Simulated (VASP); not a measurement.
Set up this calculation in VASP 6.6.1, as the native input.

```yaml
Task: single point
Functional: PBE
Potentials_or_basis: VASP PAW PBE potentials, release 64 (Cs_sv, I)
Cutoff: 400 eV
k_mesh: 8 × 8 × 8
Occupations: gaussian, width 0.05 eV
Spin: no spin polarisation
Dipole_correction: no
k_mesh_for_the_DOS: 12 × 12 × 12
Occupations_for_the_DOS: tetrahedron
Further_INCAR_settings: ALGO = Normal; EDIFF = 1e-06
```

Crystal: CsI.

```xyz
2
Lattice="4.6655 0.0000 0.0000 0.0000 4.6655 0.0000 0.0000 0.0000 4.6655" Properties=species:S:1:pos:R:3 pbc="T T T"
Cs    0.0000    0.0000    0.0000
I     2.3327    2.3327    2.3327
```

The input as run:

POSCAR

```
CsI
1.0
    4.6654671083      0.0000000000      0.0000000000
    0.0000000000      4.6654671083      0.0000000000
    0.0000000000      0.0000000000      4.6654671083
Cs I
1 1
Direct
    0.0000000000      0.0000000000      0.0000000000
    0.5000000000      0.5000000000      0.5000000000
```

INCAR.step1

```
SYSTEM = CsI
PREC = Accurate ; ENCUT = 400
EDIFF = 1E-6 ; ISMEAR = 0
SIGMA = 0.05 ; LREAL = .False.
LASPH = .True. ; NELM = 120
ALGO = Normal ; ISIF = 2
LWAVE = .False. ; LCHARG = .True.
GGA = PE ; NBANDS = 15
GGA_COMPAT = .False. ; NEDOS = 2001
LORBIT = 11
```

KPOINTS.step1

```
Automatic mesh
0
Gamma
  8 8 8
  0 0 0
```

INCAR.step2

```
SYSTEM = CsI
PREC = Accurate ; ENCUT = 400
EDIFF = 1E-6 ; ISMEAR = -5
SIGMA = 0.05 ; LREAL = .False.
LASPH = .True. ; NELM = 120
ALGO = Normal ; ISIF = 2
LWAVE = .False. ; LCHARG = .False.
GGA = PE ; LORBIT = 10
NEDOS = 1001 ; ICHARG = 11
GGA_COMPAT = .False.
```

KPOINTS.step2

```
Automatic mesh
0
Gamma
  12 12 12
  0 0 0
```

Potentials or basis: VASP PAW PBE potentials, release 64 (Cs_sv, I).

Command:

```bash
$ cat potpaw_PBE.64/Cs_sv/POTCAR potpaw_PBE.64/I/POTCAR > POTCAR
$ cp INCAR.step1 INCAR
$ cp KPOINTS.step1 KPOINTS
$ mpirun -np 1 vasp_std > vasp.out
$ cp INCAR.step2 INCAR
$ cp KPOINTS.step2 KPOINTS
$ mpirun -np 1 vasp_std > vasp.out
```

Results of the run:

| Quantity | Value |
| --- | --- |
| Valence electrons inside the program's atomic spheres | Cs 6.57; I 4.33 |

Wall time 74 s on 1 thread of Intel Xeon 8259CL, on a shared host, peak memory 0.21 GiB.
